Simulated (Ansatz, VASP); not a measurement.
**One calculation of W, two programs**

INCAR

```
SYSTEM = W
ALGO = Normal ; EDIFF = 1E-6
ENCUT = 520 ; GGA = PE
ISIF = 2 ; ISMEAR = -1
LASPH = .True. ; LCHARG = .True.
LELF = .True. ; LREAL = .False.
LVHAR = .True. ; LWAVE = .False.
NBANDS = 13 ; NELM = 60
PREC = Accurate ; SIGMA = 0.05
```

File KPOINTS:

```
k-points
0
Gamma
  14 14 14
  0 0 0
```

File POSCAR:

```
W
1.0
    0.0000000000      2.0097000000      2.0300000000
    2.0097000000      0.0000000000      2.0300000000
    2.0097000000      2.0097000000      0.0000000000
W
1
Direct
    0.0000000000      0.0000000000      0.0000000000
```

Input for Ansatz:

```yaml
crystal:
  lattice:
    - [0.0, 2.0097, 2.03]
    - [2.0097, 0.0, 2.03]
    - [2.0097, 2.0097, 0.0]
  atoms:
    - { symbol: W, position: [0.0, 0.0, 0.0] }
kpoints:
  mp_grid: { grid: [14, 14, 14] }
  band_path:
    path:
      - [0.0, 0.0, 0.0]
      - [0.0, 0.5, 0.5]
      - [0.25, 0.75, 0.5]
      - [0.0, 0.5, 0.0]
      - [0.0, 0.0, 0.0]
      - [0.5, 0.5, 0.0]
      - [0.3725125, 0.6274875, 0.0]
      - [-0.3725125, 0.3725125, 0.0]
      - [0.0, 0.0, 0.0]
    npoints: 5
scf:
  occupations: { method: fermi_dirac, width: 0.05 }
hamiltonian:
  xc: pbe
  pseudopotentials: { kind: all_electron, lapw: { basis_error: 0.00025 } }
output:
  forces: true
  stress: true
  eigenvalues: true
```

Change from the starting cell: equal xx and yy strain of -1 %.

Alike in both runs: task single point; functional PBE; k mesh 14 × 14 × 14; occupations fermi-dirac, width 0.05 eV; no spin polarisation.

|  | VASP | Ansatz |
| --- | --- | --- |
| version | VASP 6.6.1 | Ansatz 0.2.0 |
| potentials or method | VASP PAW PBE potentials, release 64 (W_sv), cutoff 520 eV | all-electron LAPW, scalar-relativistic |

Ansatz gave:

```
pressure (GPa)                                                : 1.0
traceless stress, the component that is largest in VASP (GPa) : 2.21
```

Task: Which values does VASP return?

Result: Pressure (GPa): 1.4; traceless stress, the component that is largest in VASP (GPa): 2.22.

Ansatz ran all-electron here, and VASP with PAW potentials.

Spin-orbit coupling is off throughout.
